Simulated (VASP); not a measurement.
# Cu (Fm-3m) in VASP: a series of runs, part 2 of 2

VASP 6.6.1. The steps go on from the part before.

## (3) Electric field gradients, PBEsol

This run uses another cell than the first one, of 11.81 Å³/atom, 0.943 times its volume.

INCAR reads:

```
PREC = Accurate
ENCUT = 520
EDIFF = 1E-8
ISMEAR = -1
SIGMA = 0.03
LREAL = F
LASPH = T
NELM = 60
ALGO = Normal
ISIF = 2
LWAVE = F
LCHARG = F
GGA = PS
LEFG = T
NBANDS = 12
```

KPOINTS reads:

```
Automatic mesh
0
Gamma
  17 17 17
```

POSCAR reads:

```
Cu
1.0
    0.0000000000      1.8075000000      1.8075000000
    1.8075000000      0.0000000000      1.8075000000
    1.8075000000      1.8075000000      0.0000000000
Cu
1
Direct
    0.0000000000      0.0000000000      0.0000000000
```

Potentials or basis: VASP PAW PBE potentials, release 64 (Cu).

Command:

```
$ cat potpaw_PBE.64/Cu/POTCAR > POTCAR
$ mpirun -np 1 vasp_std > vasp.out
```

OUTCAR:

```text
PREC = Accurate
   ENCUT = 520
   EDIFF = 1E-8
   ISMEAR = -1
   LREAL = F
   LASPH = T
   NELM = 60
   ISIF = 2
   GGA = PS

 ion  position               nearest neighbor table
   1  0.000  0.000  0.000-

  LATTYP: Found a face centered cubic cell.
 ALAT       =     3.6150000000

  Lattice vectors:

 A1 = (   0.0000000000,   1.8075000000,   1.8075000000)
 A2 = (   1.8075000000,   0.0000000000,   1.8075000000)
 A3 = (   1.8075000000,   1.8075000000,   0.0000000000)

Analysis of symmetry for initial positions (statically):
=====================================================================
 Subroutine PRICEL returns:
 Original cell was already a primitive cell.

 Routine SETGRP: Setting up the symmetry group for a
 face centered cubic supercell.

 Subroutine GETGRP returns: Found 48 space group operations
[... 539 lines left out ...]
  external PRESSURE =     -60.1443572 kB  Pullay stress =       0.0000000 kB

 VOLUME and BASIS-vectors are now :
 -----------------------------------------------------------------------------
  energy-cutoff  :      520.00
  volume of cell :       11.81
      direct lattice vectors                 reciprocal lattice vectors
     0.000000000  1.807500000  1.807500000    -0.276625173  0.276625173  0.276625173
     1.807500000  0.000000000  1.807500000     0.276625173 -0.276625173  0.276625173
     1.807500000  1.807500000  0.000000000     0.276625173  0.276625173 -0.276625173

 POSITION                                       TOTAL-FORCE (eV/Angst)
 -----------------------------------------------------------------------------------
      0.00000      0.00000      0.00000        -0.000000     -0.000000     -0.000000
 -----------------------------------------------------------------------------------
    total drift:                               -0.000000     -0.000000     -0.000000

  FREE ENERGIE OF THE ION-ELECTRON SYSTEM (eV)
  ---------------------------------------------------
  free  energy   TOTEN  =        -4.2995430632 eV

  energy  without entropy=       -4.2986738998  energy(sigma->0) =       -4.29910848

 Electric field gradients (V/A^2)
---------------------------------------------------------------------
 ion       V_xx      V_yy      V_zz      V_xy      V_xz      V_yz
---------------------------------------------------------------------
   1       0.000    -0.000     0.000     0.003     0.003     0.003
---------------------------------------------------------------------

 Electric field gradients after diagonalization (V/A^2)
 (convention: |V_zz| > |V_xx| > |V_yy|)
----------------------------------------------------------------------
 ion       V_xx      V_yy      V_zz     asymmetry (V_yy - V_xx)/ V_zz
----------------------------------------------------------------------
   1      -0.003    -0.003     0.005       0.000
----------------------------------------------------------------------

           NMR quadrupolar parameters

 Cq : quadrupolar parameter    Cq=e*Q*V_zz/h
 eta: asymmetry parameters     (V_yy - V_xx)/ V_zz
 Q  : nuclear electric quadrupole moment in mb (millibarn)
----------------------------------------------------------------------
 ion       Cq(MHz)       eta       Q (mb)
----------------------------------------------------------------------
   1       0.000       0.000       1.000
----------------------------------------------------------------------
```

OSZICAR:

```text
N       E                     dE             d eps       ncg     rms          rms(c)
DAV:   1     0.420726032467E+02    0.42073E+02   -0.54240E+03  4324   0.154E+03
DAV:   2    -0.402959802508E+01   -0.46102E+02   -0.42494E+02  4056   0.202E+02
DAV:   3    -0.537708381293E+01   -0.13475E+01   -0.13371E+01  4704   0.399E+01
DAV:   4    -0.538513995119E+01   -0.80561E-02   -0.80548E-02  4508   0.276E+00
DAV:   5    -0.538521297195E+01   -0.73021E-04   -0.73019E-04  4716   0.267E-01    0.839E+00
DAV:   6    -0.476767797008E+01    0.61754E+00   -0.17763E+01  4728   0.796E+01    0.441E+00
DAV:   7    -0.431327073155E+01    0.45441E+00   -0.27809E+00  4712   0.314E+01    0.566E-01
DAV:   8    -0.430137936648E+01    0.11891E-01   -0.56120E-03  4616   0.120E+00    0.319E-01
DAV:   9    -0.429953426907E+01    0.18451E-02   -0.10241E-02  4896   0.172E+00    0.206E-02
DAV:  10    -0.429954200591E+01   -0.77368E-05   -0.25243E-05  5380   0.753E-02    0.750E-03
DAV:  11    -0.429954302554E+01   -0.10196E-05   -0.94635E-07  4964   0.191E-02    0.325E-04
DAV:  12    -0.429954303657E+01   -0.11023E-07   -0.10072E-08  3184   0.140E-03    0.847E-05
DAV:  13    -0.429954305949E+01   -0.22921E-07   -0.24657E-09  2808   0.618E-04    0.127E-05
DAV:  14    -0.429954306322E+01   -0.37323E-08   -0.32109E-10  2432   0.260E-04
   1 F= -.42995431E+01 E0= -.42991085E+01  d E =-.869163E-03
```

stdout:

```text
POSCAR found type information on POSCAR Cu
 POSCAR found :  1 types and       1 ions
 scaLAPACK will be used
 -----------------------------------------------------------------------------
|                                                                             |
|                                                                             |
|     You enforced a specific xc type in the INCAR file but a different       |
|     I HOPE YOU KNOW WHAT YOU ARE DOING!                                     |
|                                                                             |
 -----------------------------------------------------------------------------

 LDA part: xc-table for (Slater+PW92), standard interpolation
 POSCAR, INCAR and KPOINTS ok, starting setup
 FFT: planning ... GRIDC
 FFT: planning ... GRID_SOFT
 FFT: planning ... GRID
 WAVECAR not read
 entering main loop
ion   1
```

Run time: 47 s. Hardware: 1 thread of Intel Xeon 8259CL, shared host; peak memory 0.11 GiB.

What came out:

```
Free energy : -4.2995 eV
Pressure    : -6.0 GPa
```

Caveat: without QUAD_EFG the Cq values of the log hold for a quadrupole moment of 1 mb, not for the nuclei; the PAW data sets were made with another functional, which shifts forces and pressure a little.
